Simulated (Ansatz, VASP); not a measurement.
## One calculation of KCl, two programs

INCAR

```
PREC     = Accurate       # precision mode
ENCUT    = 520            # plane-wave cutoff, eV
EDIFF    = 1E-7           # SCF threshold, eV
ISMEAR   = 0              # smearing method
SIGMA    = 0.05           # smearing width, eV
LREAL    = F              # projectors in reciprocal space
LASPH    = T              # aspherical terms in the spheres
NELM     = 100            # most SCF steps
ALGO     = Normal         # electronic algorithm
ISIF     = 2              # what is computed and relaxed
LWAVE    = F              # write WAVECAR
LCHARG   = F              # write CHGCAR
GGA      = PE             # functional
NBANDS   = 15             # bands
```

The input KPOINTS:

```
Automatic mesh
0
Gamma
  6 6 6
```

The input POSCAR:

```
KCl
1.0
    3.8391960000      0.0000000000      0.0000000000
    0.0000000000      3.8391960000      0.0000000000
    0.0000000000      0.0000000000      3.8391960000
K Cl
1 1
Direct
   -0.0781413608      0.0000000000      0.0000000000
    0.5000000000      0.5000000000      0.5000000000
```

Input for Ansatz:

```yaml
crystal:
  lattice:
    - [3.839196, 0.0, 0.0]
    - [0.0, 3.839196, 0.0]
    - [0.0, 0.0, 3.839196]
  atoms:
    - { symbol: K, position: [-0.0781413608, 0.0, 0.0] }
    - { symbol: Cl, position: [0.5, 0.5, 0.5] }
basis:
  ecutwfc: 420
kpoints:
  mp_grid: { grid: [6, 6, 6] }
hamiltonian:
  xc: pbe
scf:
  occupations: { method: gaussian, width: 0.05 }
output:
  forces: true
  stress: true
  eigenvalues: true
```

Alike in both runs: task single point; functional PBE; k mesh 6 × 6 × 6; occupations gaussian, width 0.05 eV; no spin polarisation.

```csv
,VASP,Ansatz
version,VASP 6.6.1,Ansatz 0.2.0
potentials or method,"VASP PAW PBE potentials, release 64 (K_sv, Cl), cutoff 520 eV","scalar-relativistic, plane waves, PAW"
valence electrons in the cell,16,16
```

VASP gave:

- gap on the k mesh at the Fermi level (eV): 4.81
- least direct gap on the mesh (eV): 5.02
- pressure (GPa): 0.5
- traceless stress, the component that is largest in VASP (GPa): -0.10
- rms of the force components (eV/Å): 0.115

Task: Estimate Ansatz's values.

Result: gap on the k mesh at the Fermi level (eV): 4.82; least direct gap on the mesh (eV): 5.02; pressure (GPa): 0.5; traceless stress, the component that is largest in VASP (GPa): -0.09; rms of the force components (eV/Å): 0.112.

Atom by atom the forces differ by 0.003 eV/Å (rms over components).
